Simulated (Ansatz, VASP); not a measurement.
## C in VASP and in Ansatz

```
C
1.0
     2.52541    0.00000    0.00000
     0.00000    2.52541    0.00000
     0.00000    0.00000   26.60729
C
14
Direct
  0.00000 0.50000 0.28488
  0.00000 0.00000 0.31444
  0.50000 0.00000 0.34929
  0.50000 0.50000 0.38243
  0.00000 0.50000 0.41613
  0.00000 0.00000 0.44964
  0.50000 0.00000 0.48323
  0.50000 0.50000 0.51677
  0.00000 0.50000 0.55036
  0.00000 0.00000 0.58387
  0.50000 0.00000 0.61757
  0.50000 0.50000 0.65071
  0.00000 0.50000 0.68556
  0.00000 0.00000 0.71512
```

Alike in both runs: functional PBE; k mesh 10 × 10 × 1; occupations gaussian, width 0.05 eV; no spin polarisation.

Ansatz relaxed the structure, and its values are those at the end. VASP's run is a single point on that final structure, the one shown.

|  | VASP | Ansatz |
| --- | --- | --- |
| version | VASP 6.6.1 | Ansatz 0.2.0 |
| potentials or method | VASP PAW PBE potentials, release 64 (C), cutoff 520 eV | scalar-relativistic, plane waves, PAW |
| valence electrons in the cell | 56 | 56 |

VASP gave:

```
gap on the k mesh at the Fermi level (eV) : none
rms of the force components (eV/Å)        : 0.010
```

Problem. What did Ansatz give for the same quantities?

Solution. gap on the k mesh at the Fermi level (eV): none; rms of the force components (eV/Å): 0.000.

A gap of «none» marks a metal or a gap that the smearing closes. Ansatz's warnings: xc potential rough in thin density.
